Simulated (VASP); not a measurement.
Input of a VASP 6.6.1 run:

File INCAR:

```
SYSTEM = Al4B3P
PREC = Accurate
ENCUT = 500
EDIFF = 1E-6
ISMEAR = 0
SIGMA = 0.2
LREAL = .FALSE.
LASPH = .TRUE.
NELM = 120
ALGO = Normal
ISIF = 2
LWAVE = .FALSE.
LCHARG = .FALSE.
GGA = PE
NBANDS = 23
GGA_COMPAT = .FALSE.
```

File KPOINTS:

```
regular mesh
0
G
  6 6 2
  0 0 0
```

POSCAR

```
Al4B3P
1.0
    3.1028700472      0.0000000000      0.0000000000
   -1.5514350236      2.6871642855      0.0000000000
    0.0000000000      0.0000000000     11.6469721948
Al B P
4 3 1
Direct
    0.0000000000      0.0000000000      0.2731108875
    0.6666666667      0.3333333333      0.4957415294
    0.0000000000      0.0000000000     -0.0178285083
    0.3333333333      0.6666666667      0.7971781355
    0.3333333333      0.6666666667      0.3861564322
    0.3333333333      0.6666666667      0.1152010953
    0.6666666667      0.3333333333      0.1181312098
    0.0000000000      0.0000000000      0.6513092185
```

Potentials or basis: VASP PAW PBE potentials, release 64 (Al, B, P).

Command:

```sh
$ cat potpaw_PBE.64/Al/POTCAR potpaw_PBE.64/B/POTCAR potpaw_PBE.64/P/POTCAR > POTCAR
$ mpirun -np 1 vasp_std > vasp.out
```

Q: What does it give for the band gap on the k mesh?

A: Zero (band 13 reaches 10.77 eV, above the bottom of band 14 at 6.76 eV).

Q: What does it give for the largest force?

A: 0.033 eV/Å.

Q: What does it give for the pressure?

A: -0.1 GPa.

Forces on the atoms (eV/Å):
```
Al   0.000  0.000  0.023
Al   0.000  0.000  0.007
Al   0.000  0.000 -0.027
Al   0.000  0.000 -0.008
B    0.000  0.000 -0.019
B    0.000  0.000 -0.012
B    0.000  0.000  0.033
P    0.000  0.000  0.004
```

Caveat: the k points lie up to 0.39 Å⁻¹ apart.
